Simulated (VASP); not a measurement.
A run of VASP 6.6.1 is set up as follows.

File INCAR:

```
  PREC = Accurate
  ENCUT = 520
  EDIFF = 1E-6
  ISMEAR = 0
  SIGMA = 0.1
  LREAL = F
  LASPH = T
  NELM = 100
  ALGO = Normal
  ISIF = 2
  LWAVE = F
  LCHARG = F
  LDIPOL = T
  IDIPOL = 3
  DIPOL = 0.5 0.5 0.298
  GGA = PE
  NBANDS = 32
```

File KPOINTS:

```
Automatic mesh
0
Gamma
  6 6 1
```

The input POSCAR:

```
Al6H
1.0
    5.7143028096      0.0000000000      0.0000000000
   -2.8571514048      4.9487313980      0.0000000000
    0.0000000000      0.0000000000     22.6016424636
Al H
12 2
Direct
    0.3333333333      0.1666666667      0.1769782885
    0.3333333333      0.6666666667      0.1769782885
    0.8333333333      0.1666666667      0.1769782885
    0.8333333333      0.6666666667      0.1769782885
    0.1666666667      0.3333333333      0.2787817904
    0.1666666667      0.8333333333      0.2787817904
    0.6666666667      0.3333333333      0.2787817904
    0.6666666667      0.8333333333      0.2787817904
    0.0000000000      0.0000000000      0.3805759903
    0.0000000000      0.5000000000      0.3805759903
    0.5000000000      0.0000000000      0.3805759903
    0.5000000000      0.5000000000      0.3805759903
    0.1744755939      0.3489511877      0.4146443109
    0.3255244061      0.6510488123      0.4146443109
```

Potentials or basis: VASP PAW PBE potentials, release 64 (Al, H).

Launch:

```sh
$ cat potpaw_PBE.64/Al/POTCAR potpaw_PBE.64/H/POTCAR > POTCAR
$ mpirun -np 1 vasp_std > vasp.out
```

(1) What does it give for the largest force?

(2) Predict the band gap on the k mesh.

Answers

(1) 1.470 eV/Å.

(2) zero (bands 19 and 20 overlap by 1.14 eV).
